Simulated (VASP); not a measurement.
Set up this calculation in VASP 6.6.1, as the native input.

```
Task                   : single point
Functional             : LDA
Potentials or basis    : VASP PAW LDA potentials, release 64 (N, Ta_pv)
Cutoff                 : 520 eV
k mesh                 : 3 × 3 × 2
Occupations            : fermi-dirac, width 0.1 eV
Spin                   : no spin polarisation
Dipole correction      : no
Further INCAR settings : ALGO = Normal; EDIFF = 1e-06; NBANDS = 75
```

The structure of Ta7N9 (a cell with a defect) lies in POSCAR:

```
Ta7N9
1.0
    5.8759969558      0.0000000000      0.0000000000
   -2.9379984779      5.0887626363      0.0000000000
    0.0000000000      0.0000000000      5.7660000000
N Ta
9 7
Direct
    0.1666666667      0.3333333333      0.2500000000
   -0.0122965550     -0.0245931100     -0.0145970935
   -0.0122965550     -0.0245931100      0.5145970935
   -0.0122965550      0.5122965550     -0.0145970935
   -0.0122965550      0.5122965550      0.5145970935
    0.5000000000      0.0000000000      0.0124745186
    0.5000000000      0.0000000000      0.4875254814
    0.5245931100      0.5122965550     -0.0145970935
    0.5245931100      0.5122965550      0.5145970935
    0.1666666667      0.3333333333      0.7500000000
    0.1556640482      0.8278320241      0.2500000000
    0.1624766936      0.8312383468      0.7500000000
    0.6721679759      0.3443359518      0.2500000000
    0.6687616532      0.3375233064      0.7500000000
    0.6721679759      0.8278320241      0.2500000000
    0.6687616532      0.8312383468      0.7500000000
```

The input as run:

INCAR

```
SYSTEM = Ta7N9
PREC = Accurate ; ENCUT = 520
EDIFF = 1E-6 ; ISMEAR = -1
SIGMA = 0.1 ; LREAL = .False.
LASPH = .True. ; NELM = 120
ALGO = Normal ; ISIF = 2
LWAVE = .False. ; LCHARG = .False.
NBANDS = 75 ; GGA_COMPAT = .False.
```

KPOINTS

```
Automatic mesh
0
Gamma
  3 3 2
  0 0 0
```

Potentials or basis: VASP PAW LDA potentials, release 64 (N, Ta_pv).

Launch:

```bash
$ cat potpaw_LDA.64/N/POTCAR potpaw_LDA.64/Ta_pv/POTCAR > POTCAR
$ mpirun -np 1 vasp_std > vasp.out
```

Results of the run:

* Pressure: -12.3 GPa
* Largest force: 0.063 eV/Å
* Band gap on the k mesh: zero (bands 61 and 62 overlap by 0.34 eV)

Caveat: the k points lie up to 0.54 Å⁻¹ apart; spin-orbit coupling is left out, which moves the levels of the heavy elements.

Run time: 2.3 min on 1 thread of Intel(R) Xeon(R) Platinum 8259CL CPU @ 2.50GHz (Skylake/Cascade Lake) (shared host), peak memory 0.27 GiB.
